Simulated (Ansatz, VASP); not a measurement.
AlN: VASP beside Ansatz

```
Al N
1.0
     0.00000    2.16680    2.16680
     2.16680    0.00000    2.16680
     2.16680    2.16680    0.00000
Al N
1 1
Direct
  0.00000 0.00000 0.00000
  0.25000 0.25000 0.25000
```

Change from the starting cell: strained cell.

Alike in both runs: functional PBEsol; k mesh 8 × 8 × 8; occupations gaussian, width 0.02 eV; no spin polarisation.

Ansatz relaxed the structure, and its values are those at the end. VASP's run is a single point on that final structure, the one shown.

|  | VASP | Ansatz |
| --- | --- | --- |
| version | VASP 6.6.1 | Ansatz 0.2.0 |
| potentials or method | VASP PAW PBE potentials, release 64 (Al, N), cutoff 600 eV | scalar-relativistic, plane waves, PAW |
| valence electrons in the cell | 8 | 8 |

```tsv
	VASP	Ansatz	Ansatz less VASP
gap on the k mesh at the Fermi level (eV)	3.20	3.21	+0.008
least direct gap on the mesh (eV)	4.34	4.33	-0.017
pressure (GPa)	6.3	6.4	+0.08
```

VASP's potentials were made for PBE, not for PBEsol, and Ansatz warns of the same on its side. The functional is the same, so the differences come from potentials, cutoffs and numerics. Ansatz's warnings: stress scf threshold loose.
